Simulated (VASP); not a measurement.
A run of VASP 6.6.1 is set up as follows.

INCAR

```
PREC     = Accurate       # precision mode
ENCUT    = 500            # plane-wave cutoff, eV
EDIFF    = 1E-6           # SCF threshold, eV
ISMEAR   = 0              # smearing method
SIGMA    = 0.15           # smearing width, eV
LREAL    = False          # projectors in reciprocal space
LASPH    = True           # aspherical terms in the spheres
NELM     = 120            # most SCF steps
ALGO     = Normal         # electronic algorithm
ISIF     = 2              # what is computed and relaxed
LWAVE    = False          # write WAVECAR
LCHARG   = True           # write CHGCAR
GGA      = PS             # functional
LELF     = True           # ELF
LVHAR    = True         
NBANDS   = 18             # bands
GGA_COMPAT= False
```

Contents of KPOINTS:

```
regular mesh
0
Gamma
  18 18 10
```

The input POSCAR:

```
Ag
1.0
    2.9299980804      0.0000000000      0.0000000000
   -1.4649990402      2.5374527707      0.0158590798
    0.0000000000      0.0299375000      4.7900000000
Ag
2
Direct
    0.3333333333      0.6666666667      0.2500000000
    0.6666666667      0.3333333333      0.7500000000
```

Potentials or basis: VASP PAW PBE potentials, release 64 (Ag).

Run with:

```sh
$ cat potpaw_PBE.64/Ag/POTCAR > POTCAR
$ mpirun -np 1 vasp_std > vasp.out
```

Problem. Estimate the band gap on the k mesh.

Solution. Zero (bands 11 and 12 overlap by 7.22 eV).

Problem. What does it give for the pressure?

Solution. -6.4 GPa.

Stress tensor (GPa, compression positive):
```
-6.45  0.00  0.00
 0.00 -6.47 -0.20
 0.00 -0.20 -6.28
```

Caveat: the cell differs from its parent crystal (strain +0.0125 x Voigt [0, 0, 0, 1, 0, 0]); the cell stands under tension; the PAW data sets were made with another functional, which shifts forces and pressure a little.
